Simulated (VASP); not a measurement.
Ni: single point with PBEsol

The system is Ni.

```xyz
2
Lattice="2.4480 0.0000 0.0000 -1.2240 2.1201 0.0000 0.0000 0.0000 4.0728" Properties=species:S:1:pos:R:3 pbc="T T T"
Ni    1.2240    0.7067    3.0546
Ni    0.0000    1.4134    1.0182
```

```
Program                : VASP 6.6.1
Task                   : single point
Functional             : PBEsol
Potentials or basis    : VASP PAW PBE potentials, release 64 (Ni_sv_GW)
Cutoff                 : 590 eV
k mesh                 : 10 × 10 × 6
Occupations            : fermi-dirac, width 0.05 eV
Spin                   : collinear spin, ferromagnetic start
Starting moments       : [1.5, 1.5] μB
Fixed moment           : 3 μB
Dipole correction      : no
Second run             : valence_matched
Further INCAR settings : ALGO = Normal; EDIFF = 1e-06; NBANDS = 29
```

```json
{"Pressure": "4.6 GPa", "Net moment": "3.00 μB per cell", "Site moments": "Ni +1.42 μB", "Valence electrons inside the program's atomic spheres": "Ni 16.35"}
```

Stress tensor (GPa, compression positive):
```
 7.70  0.00  0.00
 0.00  7.70  0.00
 0.00  0.00 -1.51
```

Wall time 87 s on 1 thread of AMD EPYC 7R43 64-Core Processor (Zen 3), with other jobs on the host, peak memory 0.16 GiB.

Caveat: the PAW data sets were made with another functional, which shifts forces and pressure a little; the total moment is fixed, so each spin has its own Fermi level.
